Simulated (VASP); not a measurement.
TiN, 2 atoms in the cell. It takes space group Fm-3m (No. 225, cubic). The conventional cell has a = 4.235 Å, b = 4.235 Å, c = 4.235 Å, α = 90.00°, β = 90.00°, γ = 90.00°. Ti (site symmetry m-3m) has 6 N at 2.12 Å within 2.8 Å. Within 2.8 Å of N (site symmetry m-3m) lie 6 Ti at 2.12 Å. 

* Program: VASP 6.6.1
* Task: single point
* Functional: r2SCAN
* Potentials or basis: VASP PAW PBE potentials, release 64 (Ti_sv, N)
* Cutoff: 520 eV
* k mesh: 18 × 18 × 18
* Occupations: fermi-dirac, width 0.15 eV
* Spin: no spin polarisation
* Dipole correction: no
* Further INCAR settings: ALGO = Normal; EDIFF = 1e-06; NBANDS = 16

Potentials or basis: VASP PAW PBE potentials, release 64 (Ti_sv, N).

Run with:

```console
$ cat potpaw_PBE.64/Ti_sv/POTCAR potpaw_PBE.64/N/POTCAR > POTCAR
$ cp INCAR.step1 INCAR
$ mpirun -np 1 vasp_std > vasp.out
$ cp INCAR.step2 INCAR
$ mpirun -np 1 vasp_std > vasp.out
```

Hardware: 1 thread of AMD EPYC 7R13, on a shared host.

Task: Estimate the wall time of this run.

Result: Wall time 2.4 min on 1 thread of AMD EPYC 7R13 (shared host), peak memory 0.19 GiB. Counts: k points 195.
